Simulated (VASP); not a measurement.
# SbW (CsCl type) (Pm-3m) in VASP: a series of runs, part 2 of 2

VASP 6.6.1.

**4. Single point, PBE**

The input, INCAR:

```
PREC = Accurate ; ENCUT = 520
EDIFF = 1E-6 ; ISMEAR = -1
SIGMA = 0.08 ; LREAL = False
LASPH = True ; NELM = 100
ALGO = Normal ; ISIF = 2
LWAVE = False ; LCHARG = False
GGA = PE ; NBANDS = 16
```

The input, KPOINTS:

```
Automatic mesh
0
Gamma
  12 12 12
```

The input, POSCAR:

```
SbW
1.0
    3.0384822497      0.0000000000      0.0000000000
    0.0000000000      3.0384822497      0.0000000000
    0.0000000000      0.0000000000      3.0384822497
W Sb
1 1
Direct
    0.0000000000      0.0000000000      0.0000000000
    0.5000000000      0.5000000000      0.5000000000
```

Potentials or basis: VASP PAW PBE potentials, release 64 (W_sv, Sb).

The run is started by

```
$ cat potpaw_PBE.64/W_sv/POTCAR potpaw_PBE.64/Sb/POTCAR > POTCAR
$ mpirun -np 1 vasp_std > vasp.out
```

OUTCAR:

```text
PREC = Accurate
   ENCUT = 520
   EDIFF = 1E-6
   ISMEAR = -1
   LREAL = False
   LASPH = True
   NELM = 100
   ISIF = 2
   GGA = PE

 ion  position               nearest neighbor table
   1  0.000  0.000  0.000-   2 2.63   2 2.63   2 2.63   2 2.63   2 2.63   2 2.63   2 2.63   2 2.63

   2  0.500  0.500  0.500-   1 2.63   1 2.63   1 2.63   1 2.63   1 2.63   1 2.63   1 2.63   1 2.63

  LATTYP: Found a simple cubic cell.
 ALAT       =     3.0384822497

  Lattice vectors:

 A1 = (   3.0384822497,   0.0000000000,   0.0000000000)
 A2 = (   0.0000000000,   3.0384822497,   0.0000000000)
 A3 = (   0.0000000000,   0.0000000000,   3.0384822497)

Analysis of symmetry for initial positions (statically):
=====================================================================
 Subroutine PRICEL returns:
 Original cell was already a primitive cell.

 Routine SETGRP: Setting up the symmetry group for a
 simple cubic supercell.

 Subroutine GETGRP returns: Found 48 space group operations
 (whereof 48 operations were pure point group operations)
[... 158 lines left out ...]
  ext. energy  EPLUGINS =         0.00000000
  ---------------------------------------------------
  free energy    TOTEN  =       -13.79007397 eV

  energy without entropy =      -13.76508146  energy(sigma->0) =      -13.77757771

 E-fermi :  16.1524     XC(G=0): -13.8231

 val. band max:       16.0735704280   @ k =   0.5000   0.2500   0.0833
 cond. band min:      16.2018752999   @ k =   0.2500   0.1667   0.0833
 fundamental gap:      0.1283048719
 Fermi energy:        16.1524076972

 k-point     1 :       0.0000    0.0000    0.0000
  band No.  band energies     occupation
      1     -57.2395      2.00000
      2     -21.5560      2.00000
      3     -21.5560      2.00000
      4     -21.5560      2.00000
      5       0.3532      2.00000
      6      11.8007      2.00000
[... 433 lines left out ...]
      3     -21.8174      2.00000
      4     -21.4858      2.00000
      5       4.4819      2.00000
      6       8.8604      2.00000
[... 8 lines left out ...]
     15      25.6994      0.00000
     16      28.2419      0.00000

 [... further k-points ...]
[... 5 lines left out ...]
  --------------------------------------------------------------------------------------
  -------------------------------------------------------------------------------------
  Total       16.1739284     16.1739284     16.1739284     -0.0000000     -0.0000000      0.0000000
  in kB      923.7532683    923.7532683    923.7532683     -0.0000000     -0.0000000      0.0000000
  external PRESSURE =     923.7532683 kB  Pullay stress =       0.0000000 kB

 VOLUME and BASIS-vectors are now :
 -----------------------------------------------------------------------------
  energy-cutoff  :      520.00
  volume of cell :       28.05
      direct lattice vectors                 reciprocal lattice vectors
     3.038482250  0.000000000  0.000000000     0.329111681  0.000000000  0.000000000
     0.000000000  3.038482250  0.000000000     0.000000000  0.329111681  0.000000000
     0.000000000  0.000000000  3.038482250     0.000000000  0.000000000  0.329111681

 POSITION                                       TOTAL-FORCE (eV/Angst)
 -----------------------------------------------------------------------------------
      0.00000      0.00000      0.00000         0.000000      0.000000      0.000000
      1.51924      1.51924      1.51924         0.000000      0.000000      0.000000
 -----------------------------------------------------------------------------------
    total drift:                               -0.000000      0.000000      0.000000

  FREE ENERGIE OF THE ION-ELECTRON SYSTEM (eV)
  ---------------------------------------------------
  free  energy   TOTEN  =       -13.7900739683 eV

  energy  without entropy=      -13.7650814617  energy(sigma->0) =      -13.77757771
```

OSZICAR:

```text
N       E                     dE             d eps       ncg     rms          rms(c)
DAV:   1     0.131640506715E+03    0.13164E+03   -0.89032E+03  2688   0.119E+03
DAV:   2    -0.111399687642E+02   -0.14278E+03   -0.13956E+03  3584   0.334E+02
DAV:   3    -0.141443610940E+02   -0.30044E+01   -0.29966E+01  2872   0.485E+01
DAV:   4    -0.141753538380E+02   -0.30993E-01   -0.30991E-01  3560   0.548E+00
DAV:   5    -0.141761996716E+02   -0.84583E-03   -0.84583E-03  3136   0.803E-01    0.278E+01
DAV:   6    -0.138743776249E+02    0.30182E+00   -0.53904E-01  2904   0.682E+00    0.130E+01
DAV:   7    -0.137976462046E+02    0.76731E-01   -0.52038E-02  3008   0.207E+00    0.280E+00
DAV:   8    -0.137901959705E+02    0.74502E-02   -0.60135E-03  2928   0.562E-01    0.219E-01
DAV:   9    -0.137900817574E+02    0.11421E-03   -0.19650E-04  2952   0.111E-01    0.583E-02
DAV:  10    -0.137900768796E+02    0.48779E-05   -0.19524E-05  3392   0.467E-02    0.154E-02
DAV:  11    -0.137900749420E+02    0.19375E-05   -0.85316E-07  2016   0.926E-03    0.527E-03
DAV:  12    -0.137900739683E+02    0.97378E-06   -0.14281E-07  1536   0.455E-03
   1 F= -.13790074E+02 E0= -.13777578E+02  d E =-.249925E-01
```

stdout:

```text
POSCAR found type information on POSCAR W Sb
 POSCAR found :  2 types and       2 ions
 scaLAPACK will be used
 LDA part: xc-table for (Slater+PW92), standard interpolation
 POSCAR, INCAR and KPOINTS ok, starting setup
 FFT: planning ... GRIDC
 FFT: planning ... GRID_SOFT
 FFT: planning ... GRID
 WAVECAR not read
 entering main loop
```

Run time: 9.2 s. Hardware: 1 thread of Intel Xeon 6975P-C (Granite Rapids), shared host; peak memory 0.16 GiB.

Results:

| Item | Value |
| --- | --- |
| Free energy | -13.7901 eV |
| Pressure | 92.4 GPa |

Levels at points of the mesh, in eV from the Fermi level:
```tsv
k point	band 5	band 6	band 7	band 8	band 9	band 10	band 11	band 12	band 13	band 14
(0.00, 0.00, 0.00)	-15.80	-4.35	-4.35	1.31	1.31	1.31	1.50	1.50	1.50	9.01
(0.50, 0.00, 0.00)	-11.62	-10.05	-3.70	-3.09	-3.09	1.44	3.58	5.77	9.52	9.83
(0.50, 0.50, 0.00)	-11.40	-5.59	-5.59	-4.28	-0.66	-0.66	3.80	5.04	5.04	5.48
(0.50, 0.50, 0.50)	-7.97	-7.97	-7.97	-6.12	3.14	3.14	3.14	4.04	4.04	7.29
```

Caveat: spin-orbit coupling is left out, which moves the levels of the heavy elements.

**5. Single point, PBE**

This run uses another cell than the first one, of 14.03 Å³/atom, 1.118 times its volume.

The input, INCAR:

```
SYSTEM = SbW
PREC     = Accurate       ! precision mode
ENCUT    = 520            ! plane-wave cutoff, eV
EDIFF    = 1E-6           ! SCF threshold, eV
ISMEAR   = -1             ! smearing method
SIGMA    = 0.08           ! smearing width, eV
LREAL    = .FALSE.        ! projectors in reciprocal space
LASPH    = .TRUE.         ! aspherical terms in the spheres
NELM     = 60             ! most SCF steps
ALGO     = Normal         ! electronic algorithm
ISIF     = 2              ! what is computed and relaxed
LWAVE    = .FALSE.        ! write WAVECAR
LCHARG   = .FALSE.        ! write CHGCAR
GGA      = PE             ! functional
NBANDS   = 16             ! bands
```

The input, KPOINTS:

```
Automatic mesh
0
Gamma
  12 12 12
  0.5 0.5 0.5
```

POSCAR is that of step 4.

The run is started by

```
$ cat potpaw_PBE.64/W_sv/POTCAR potpaw_PBE.64/Sb/POTCAR > POTCAR
$ mpirun -np 1 vasp_std > vasp.out
```

Wall time 7.6 s (1 thread of Intel Xeon 6975P-C (Granite Rapids), shared host); peak memory 0.15 GiB.

Results (log left out):

```
Free energy : -13.7881 eV
Pressure    : 92.2 GPa
```

Levels at points of the mesh, in eV from the Fermi level:
```tsv
k point	band 8	band 9	band 10	band 11	band 12	band 13
(0.04, 0.04, 0.04)	-0.05	0.68	0.68	2.00	2.00	2.52
```

Caveat: spin-orbit coupling is left out, which moves the levels of the heavy elements.

**6. The runs side by side**

| cell | k mesh | gap on the mesh (eV) | pressure (GPa) |
| --- | --- | --- | --- |
| a = 2.928 Å, 2 atoms | 12 × 12 × 12 | none | 166.6 |
| a = 3.038 Å, 2 atoms | 12 × 12 × 12 | none | 92.4 |
| a = 3.038 Å, 2 atoms | 12 × 12 × 12, shifted | none | 92.2 |

Alike in all rows: task single point; level PBE; potentials or basis VASP PAW PBE potentials, release 64 (W_sv, Sb); no spin polarisation; cutoff (eV) 520; smearing fermi-dirac 0.08 eV.

Caveats: spin-orbit coupling is left out, which moves the levels of the heavy elements.

Total energies depend on the potentials used, so only differences within one code and one set of settings carry meaning.
